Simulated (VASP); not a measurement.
# Ta4O (P4/mmm) in VASP: notebook

The runs below take Ta4O through single point, with PBE.

All numbers are computed with VASP 6.6.1; they aren't measurements. Logs are shortened: lines on timing, memory, paths and dates and some standing lists are left out, and cuts for length are marked.

## 1. The cell of the first run

It takes space group P4/mmm (No. 123, tetragonal). The conventional cell has a = 3.255 Å, b = 3.255 Å, c = 8.135 Å, α = 90.00°, β = 90.00°, γ = 90.00°. Ta (site symmetry 4/mmm) has 4 O at 2.30 Å within 3.0 Å. Within 3.0 Å of Ta (site symmetry 4mm) lie 1 O at 2.30 Å and 4 Ta at 2.90 Å. Ta (site symmetry 4/mmm) has 12 Ta at 2.90 to 3.25 Å within 3.8 Å. Within 3.0 Å of O (site symmetry 4/mmm) lie 6 Ta at 2.30 Å.

## 2. Single point, PBE (strain +0.1000 x Voigt [0, 0, 1, 0, 0, 0])

INCAR

```
SYSTEM = Ta4O
  PREC = Accurate
  ENCUT = 520
  EDIFF = 1E-6
  ISMEAR = 0
  SIGMA = 0.15
  LREAL = .FALSE.
  LASPH = .TRUE.
  NELM = 60
  ALGO = Normal
  ISIF = 2
  LWAVE = .FALSE.
  LCHARG = .FALSE.
  GGA = PE
  NBANDS = 33
```

KPOINTS

```
Automatic mesh
0
G
  14 14 8
  0 0 0
```

POSCAR

```
Ta4O
1.0
    3.2547070451      0.0000000000      0.0000000000
    0.0000000000      3.2547070451      0.0000000000
    0.0000000000      0.0000000000      8.1349253266
Ta O
4 1
Direct
    0.0000000000      0.0000000000      0.5000000000
    0.5000000000      0.5000000000      0.7829127297
    0.5000000000      0.5000000000      0.2170872703
    0.0000000000      0.0000000000      0.0000000000
    0.5000000000      0.5000000000      0.5000000000
```

Potentials or basis: VASP PAW PBE potentials, release 64 (Ta_pv, O).

Command:

```bash
$ cat potpaw_PBE.64/Ta_pv/POTCAR potpaw_PBE.64/O/POTCAR > POTCAR
$ mpirun -np 1 vasp_std > vasp.out
```

OUTCAR:

```text
SYSTEM = Ta4O
   PREC = Accurate
   ENCUT = 520
   EDIFF = 1E-6
   ISMEAR = 0
   LREAL = .FALSE.
   LASPH = .TRUE.
   NELM = 60
   ISIF = 2
   GGA = PE

 ion  position               nearest neighbor table
   1  0.000  0.000  0.500-   5 2.30   5 2.30   5 2.30   5 2.30   3 3.25   3 3.25   2 3.25   3 3.25
                             2 3.25   2 3.25   3 3.25   2 3.25
   2  0.500  0.500  0.783-   5 2.30   4 2.90   4 2.90   4 2.90   4 2.90   1 3.25   1 3.25   1 3.25
                             1 3.25   3 3.53
   3  0.500  0.500  0.217-   5 2.30   4 2.90   4 2.90   4 2.90   4 2.90   1 3.25   1 3.25   1 3.25
                             1 3.25   2 3.53
   4  0.000  0.000  0.000-   2 2.90   3 2.90   2 2.90   3 2.90   2 2.90   3 2.90   2 2.90   3 2.90

   5  0.500  0.500  0.500-   1 2.30   1 2.30   1 2.30   1 2.30   3 2.30   2 2.30

  LATTYP: Found a simple tetragonal cell.
 ALAT       =     3.2547070451
 C/A-ratio  =     2.4994339625

  Lattice vectors:

 A1 = (   3.2547070451,   0.0000000000,   0.0000000000)
 A2 = (   0.0000000000,   3.2547070451,   0.0000000000)
 A3 = (   0.0000000000,   0.0000000000,   8.1349253266)

Analysis of symmetry for initial positions (statically):
=====================================================================
 Subroutine PRICEL returns:
 Original cell was already a primitive cell.

 Routine SETGRP: Setting up the symmetry group for a
 simple tetragonal supercell.

 Subroutine GETGRP returns: Found 16 space group operations
 (whereof 16 operations were pure point group operations)
 out of a pool of 16 trial point group operations.

The static configuration has the point symmetry D_4h.

Analysis of symmetry for dynamics (positions and initial velocities):
=====================================================================
 Subroutine PRICEL returns:
 Original cell was already a primitive cell.

 Routine SETGRP: Setting up the symmetry group for a
 simple tetragonal supercell.

 Subroutine GETGRP returns: Found 16 space group operations
 (whereof 16 operations were pure point group operations)
 out of a pool of 16 trial point group operations.

The dynamic configuration has the point symmetry D_4h.

 Subroutine INISYM returns: Found 16 space group operations
 (whereof 16 operations are pure point group operations),
 and found     1 'primitive' translations

----------------------------------------------------------------------------------------

                                     Primitive cell

[... 98 lines left out ...]
   EDIFFG = 0.1E-04   stopping-criterion for IOM
   NSW    =      0    number of steps for IOM
   IBRION =     -1    ionic relax: 0-MD 1-quasi-New 2-CG
   NFREE  =      0    steps in history (QN), initial steepest desc. (CG)
   ISIF   =      2    stress and relaxation
   ISYM   =      2    0-nonsym 1-usesym 2-fastsym
   POTIM  = 0.5000    time-step for ionic-motion
   TEBEG  =    0.0;   TEEND  =   0.0 temperature during run
   PSTRESS=    0.0 pullay stress
   NELECT =      50.0000    total number of electrons
   NUPDOWN=      -1.0000    fix difference up-down
   EMIN   =  10.00;   EMAX   =-10.00  energy-range for DOS
   EFERMI =   0.00;   METHOD = LEGACY
   ISMEAR =     0;   SIGMA  =   0.15  broadening in eV -4-tet -1-fermi 0-gaus
   EFERMI_NEDOS =   21; number of points for ismear=-14 and -15
   IALGO  =     38    algorithm
   IMIX   =      4    mixing-type and parameters
     AMIX     =   0.40;   BMIX     =  1.00
     AMIX_MAG =   1.60;   BMIX_MAG =  1.00
  volume/ion in A,a.u.               =      17.23       116.31
  Fermi-wavevector in a.u.,A,eV,Ry     =   1.365439  2.580306 25.367032  1.864424
  Thomas-Fermi vector in A             =   2.491667
   LORBIT       =      0    0 simple, 1 ext, 2 COOP (PROOUT), +10 PAW based schemes
   GGA     = PE    functional components
   LHFCALC =     F    Hartree Fock is set to
   AEXX    =    0.0000 exact exchange contribution
   IVDW    =     0    specifies the selected vdW correction
   LEPSILON=     F    determine dielectric tensor
   LRPA    =     F    only Hartree local field effects (RPA)
 non-spin polarized calculation
 Gauss-broadening in eV      SIGMA  =   0.15
  energy-cutoff  :      520.00
  volume of cell :       86.17
 maximum number of plane-waves:      2352
   NGX = 13   NGY = 13   NGZ = 31

 number of electron      50.0000008 magnetization

 Free energy of the ion-electron system (eV)
  ---------------------------------------------------
  ext. energy  EPLUGINS =         0.00000000
  ---------------------------------------------------
  free energy    TOTEN  =       -54.41627968 eV

  energy without entropy =      -54.37811829  energy(sigma->0) =      -54.39719898

 E-fermi :   5.6535     XC(G=0): -12.1297

 val. band max:        5.6503718498   @ k =   0.3571   0.1429   0.2500
 cond. band min:       5.6625739754   @ k =   0.5000   0.2143   0.0000
 fundamental gap:      0.0122021255
 Fermi energy:         5.6534867708

 k-point     1 :       0.0000    0.0000    0.0000
  band No.  band energies     occupation
      1     -30.0500      2.00000
      2     -30.0500      2.00000
      3     -29.7361      2.00000
      4     -29.0679      2.00000
      5     -29.0500      2.00000
      6     -28.8291      2.00000
[... 853 lines left out ...]
     32       8.2827      0.00000
     33       8.9866      0.00000

 [... further k-points ...]

------------------------ aborting loop because EDIFF is reached ----------------------------------------

  FORCE on cell =-STRESS in cart. coord.  units (eV):
  Direction    XX          YY          ZZ          XY          YZ          ZX
  --------------------------------------------------------------------------------------
  -------------------------------------------------------------------------------------
  Total       -7.3796458     -7.3796458    -12.3967880      0.0000000     -0.0000000      0.0000000
  in kB     -137.2046159   -137.2046159   -230.4848475      0.0000000     -0.0000000      0.0000000
  external PRESSURE =    -168.2980264 kB  Pullay stress =       0.0000000 kB

 VOLUME and BASIS-vectors are now :
 -----------------------------------------------------------------------------
  energy-cutoff  :      520.00
  volume of cell :       86.17
      direct lattice vectors                 reciprocal lattice vectors
     3.254707045  0.000000000  0.000000000     0.307247315  0.000000000  0.000000000
     0.000000000  3.254707045  0.000000000     0.000000000  0.307247315  0.000000000
     0.000000000  0.000000000  8.134925327     0.000000000  0.000000000  0.122926758

 POSITION                                       TOTAL-FORCE (eV/Angst)
 -----------------------------------------------------------------------------------
      0.00000      0.00000      4.06746        -0.000000      0.000000      0.000000
      1.62735      1.62735      6.36894         0.000000     -0.000000     -0.417519
      1.62735      1.62735      1.76599        -0.000000     -0.000000      0.417519
      0.00000      0.00000      0.00000        -0.000000      0.000000      0.000000
      1.62735      1.62735      4.06746        -0.000000      0.000000      0.000000
 -----------------------------------------------------------------------------------
    total drift:                                0.000000     -0.000000      0.000000

  FREE ENERGIE OF THE ION-ELECTRON SYSTEM (eV)
  ---------------------------------------------------
  free  energy   TOTEN  =       -54.4162796813 eV

  energy  without entropy=      -54.3781182864  energy(sigma->0) =      -54.39719898
```

OSZICAR:

```text
N       E                     dE             d eps       ncg     rms          rms(c)
DAV:   1     0.481481024136E+03    0.48148E+03   -0.27583E+04 11936   0.155E+03
DAV:   2    -0.338532683251E+02   -0.51533E+03   -0.50072E+03 13332   0.455E+02
DAV:   3    -0.586178493082E+02   -0.24765E+02   -0.24024E+02 15184   0.909E+01
DAV:   4    -0.591508510531E+02   -0.53300E+00   -0.52637E+00 14892   0.127E+01
DAV:   5    -0.591654296307E+02   -0.14579E-01   -0.14553E-01 15512   0.163E+00    0.251E+01
DAV:   6    -0.564603425775E+02    0.27051E+01   -0.32437E+01 15890   0.342E+01    0.124E+01
DAV:   7    -0.554679966233E+02    0.99235E+00   -0.17331E+01 16539   0.165E+01    0.922E+00
DAV:   8    -0.544753290477E+02    0.99267E+00   -0.40999E+00 15655   0.965E+00    0.304E+00
DAV:   9    -0.544179488504E+02    0.57380E-01   -0.50477E-01 15212   0.391E+00    0.761E-01
DAV:  10    -0.544173951085E+02    0.55374E-03   -0.54296E-02 15270   0.134E+00    0.480E-01
DAV:  11    -0.544166321027E+02    0.76301E-03   -0.12763E-02 15722   0.682E-01    0.144E-01
DAV:  12    -0.544163263195E+02    0.30578E-03   -0.22657E-03 15893   0.303E-01    0.569E-02
DAV:  13    -0.544163106000E+02    0.15720E-04   -0.70160E-04 16078   0.132E-01    0.409E-02
DAV:  14    -0.544162799519E+02    0.30648E-04   -0.17655E-04 15770   0.741E-02    0.713E-03
DAV:  15    -0.544162796813E+02    0.27061E-06   -0.84218E-06 15453   0.166E-02
   1 F= -.54416280E+02 E0= -.54397199E+02  d E =-.381614E-01
```

stdout:

```text
POSCAR found type information on POSCAR TaO
 POSCAR found :  2 types and       5 ions
 scaLAPACK will be used
 LDA part: xc-table for (Slater+PW92), standard interpolation
 POSCAR, INCAR and KPOINTS ok, starting setup
 FFT: planning ... GRIDC
 FFT: planning ... GRID_SOFT
 FFT: planning ... GRID
 WAVECAR not read
 entering main loop
```

Wall time 4.8 min (1 thread of Intel Xeon Platinum 8488C (Sapphire Rapids), shared host); peak memory 0.48 GiB.

Results:

```yaml
Free_energy: -54.4163 eV
Pressure: -16.8 GPa
Largest_force: 0.418 eV/Å
Band_gap_on_the_k_mesh: zero (bands 25 and 26 overlap by 0.74 eV)
```

Forces in eV/Å, atoms in the order of the input:
```
Ta   0.000  0.000  0.000
Ta   0.000  0.000 -0.418
Ta   0.000  0.000  0.418
Ta   0.000  0.000  0.000
O    0.000  0.000  0.000
```

Levels at points of the mesh, in eV from the Fermi level:
| k point | band 21 | band 22 | band 23 | band 24 | band 25 | band 26 | band 27 | band 28 | band 29 | band 30 |
| --- | --- | --- | --- | --- | --- | --- | --- | --- | --- | --- |
| (0.00, 0.00, 0.00) | -2.50 | -1.48 | -0.68 | -0.30 | -0.30 | 0.82 | 1.02 | 1.08 | 1.08 | 1.55 |
| (0.50, 0.00, 0.00) | -1.26 | -0.89 | -0.64 | -0.54 | 0.10 | 0.68 | 0.83 | 1.03 | 1.33 | 1.57 |
| (0.50, 0.50, 0.00) | -2.13 | -1.56 | -1.56 | -0.79 | -0.79 | 1.59 | 1.90 | 2.59 | 2.59 | 3.18 |
| (0.00, 0.00, 0.50) | -3.14 | -0.88 | -0.16 | -0.16 | 0.01 | 0.46 | 0.46 | 1.07 | 1.12 | 1.21 |
| (0.50, 0.00, 0.50) | -1.57 | -0.78 | -0.66 | -0.58 | 0.04 | 0.51 | 0.99 | 1.22 | 1.38 | 1.72 |
| (0.50, 0.50, 0.50) | -2.91 | -2.02 | -2.02 | 0.01 | 0.01 | 1.68 | 1.68 | 1.83 | 2.41 | 3.18 |

Caveat: the cell differs from its parent crystal (strain +0.1000 x Voigt [0, 0, 1, 0, 0, 0]); the stress differs along the axes, from -23 to -14 GPa; spin-orbit coupling is left out, which moves the levels of the heavy elements.

## 3. Single point, PBE (strain +0.0250 x Voigt [0, 0, 1, 0, 0, 0])

INCAR

```
PREC     = Accurate       # precision mode
ENCUT    = 520            # plane-wave cutoff, eV
EDIFF    = 1E-7           # SCF threshold, eV
ISMEAR   = 0              # smearing method
SIGMA    = 0.15           # smearing width, eV
LREAL    = False          # projectors in reciprocal space
LASPH    = True           # aspherical terms in the spheres
NELM     = 80             # most SCF steps
ALGO     = Normal         # electronic algorithm
ISIF     = 2              # what is computed and relaxed
LWAVE    = False          # write WAVECAR
LCHARG   = True           # write CHGCAR
GGA      = PE             # functional
LELF     = True           # ELF
LVHAR    = True         
NBANDS   = 33             # bands
```

KPOINTS

```
regular mesh
0
Gamma
  14 14 8
```

Edit POSCAR of step 2 so:

```diff
@@ -4,3 +4,3 @@
     0.0000000000      3.2547070451      0.0000000000
-    0.0000000000      0.0000000000      8.1349253266
+    0.0000000000      0.0000000000      7.5802713270
 Ta O
```

Potentials or basis: VASP PAW PBE potentials, release 64 (Ta_pv, O).

Command:

```bash
$ cat potpaw_PBE.64/Ta_pv/POTCAR potpaw_PBE.64/O/POTCAR > POTCAR
$ mpirun -np 1 vasp_std > vasp.out
```

It took 3 min on 1 thread of Intel Xeon 6975P-C (Granite Rapids), shared host; peak memory 0.44 GiB.

Results (log left out):

```
Free energy            : -55.0418 eV
Pressure               : -5.3 GPa
Largest force          : 0.195 eV/Å
Band gap on the k mesh : zero (bands 25 and 26 overlap by 0.93 eV)
```

Forces in eV/Å, atoms in the order of the input:
```
Ta   0.000  0.000  0.000
Ta   0.000  0.000 -0.195
Ta   0.000  0.000  0.195
Ta   0.000  0.000  0.000
O    0.000  0.000  0.000
```

Stress tensor (GPa, compression positive):
```
-3.64  0.00  0.00
 0.00 -3.64  0.00
 0.00  0.00 -8.62
```

Levels at points of the mesh, in eV from the Fermi level:
```tsv
k point	band 21	band 22	band 23	band 24	band 25	band 26	band 27	band 28	band 29	band 30
(0.00, 0.00, 0.00)	-2.59	-1.55	-0.43	-0.43	-0.28	0.66	1.04	1.04	1.10	1.66
(0.50, 0.00, 0.00)	-1.33	-1.16	-0.83	-0.67	0.15	0.93	0.95	1.13	1.67	1.71
(0.50, 0.50, 0.00)	-2.08	-1.54	-1.54	-0.70	-0.70	1.74	2.19	2.70	2.70	3.18
(0.00, 0.00, 0.50)	-3.50	-0.66	-0.44	-0.44	0.17	0.61	0.61	0.90	1.22	1.66
(0.50, 0.00, 0.50)	-1.68	-1.04	-0.91	-0.71	-0.32	1.02	1.12	1.42	1.70	2.19
(0.50, 0.50, 0.50)	-2.80	-1.80	-1.80	0.02	0.02	1.72	1.84	1.84	2.82	3.18
```

Caveat: the cell differs from its parent crystal (strain +0.0250 x Voigt [0, 0, 1, 0, 0, 0]); the cell stands under tension; spin-orbit coupling is left out, which moves the levels of the heavy elements.

## 4. Single point, PBE (strain +0.0500 x Voigt [0, 0, 1, 0, 0, 0])

INCAR

```
SYSTEM = Ta4O
PREC     = Accurate       ! precision mode
ENCUT    = 520            ! plane-wave cutoff, eV
EDIFF    = 1E-7           ! SCF threshold, eV
ISMEAR   = 0              ! smearing method
SIGMA    = 0.15           ! smearing width, eV
LREAL    = .False.        ! projectors in reciprocal space
LASPH    = .True.         ! aspherical terms in the spheres
NELM     = 60             ! most SCF steps
ALGO     = Normal         ! electronic algorithm
ISIF     = 2              ! what is computed and relaxed
LWAVE    = .False.        ! write WAVECAR
LCHARG   = .False.        ! write CHGCAR
GGA      = PE             ! functional
NBANDS   = 33             ! bands
```

KPOINTS

```
regular mesh
0
Gamma
  14 14 8
  0 0 0
```

Edit POSCAR of step 3 so:

```diff
@@ -4,3 +4,3 @@
     0.0000000000      3.2547070451      0.0000000000
-    0.0000000000      0.0000000000      7.5802713270
+    0.0000000000      0.0000000000      7.7651559935
 Ta O
```

Command:

```bash
$ cat potpaw_PBE.64/Ta_pv/POTCAR potpaw_PBE.64/O/POTCAR > POTCAR
$ mpirun -np 1 vasp_std > vasp.out
```

Run time: 3 min. Hardware: 1 thread of Intel Xeon 6975P-C (Granite Rapids), shared host; peak memory 0.47 GiB.

The run converged. Its results:

| Quantity | Value |
| --- | --- |
| Free energy | -54.8950 eV |
| Pressure | -9.9 GPa |
| Largest force | 0.317 eV/Å |
| Band gap on the k mesh | zero (bands 25 and 26 overlap by 0.84 eV) |

Forces on the atoms (eV/Å):
```
Ta   0.000  0.000  0.000
Ta   0.000  0.000 -0.317
Ta   0.000  0.000  0.317
Ta   0.000  0.000  0.000
O    0.000  0.000  0.000
```

Stress tensor (GPa, compression positive):
```
 -7.28   0.00   0.00
  0.00  -7.28   0.00
  0.00   0.00 -15.22
```

Levels at points of the mesh, in eV from the Fermi level:
| k point | band 23 | band 24 | band 25 | band 26 | band 27 | band 28 |
| --- | --- | --- | --- | --- | --- | --- |
| (0.00, 0.00, 0.00) | -0.39 | -0.39 | -0.38 | 0.80 | 0.96 | 1.06 |
| (0.50, 0.00, 0.00) | -0.73 | -0.66 | 0.13 | 0.96 | 0.96 | 0.97 |
| (0.50, 0.50, 0.00) | -1.55 | -0.74 | -0.74 | 1.81 | 1.98 | 2.66 |
| (0.00, 0.00, 0.50) | -0.34 | -0.34 | 0.15 | 0.55 | 0.55 | 0.98 |
| (0.50, 0.00, 0.50) | -0.80 | -0.75 | -0.19 | 0.84 | 1.14 | 1.27 |
| (0.50, 0.50, 0.50) | -1.89 | 0.02 | 0.02 | 1.78 | 1.78 | 1.78 |

Caveat: the cell differs from its parent crystal (strain +0.0500 x Voigt [0, 0, 1, 0, 0, 0]); the stress differs along the axes, from -15 to -7 GPa; spin-orbit coupling is left out, which moves the levels of the heavy elements.

(Part 1 of 2 ends here.)
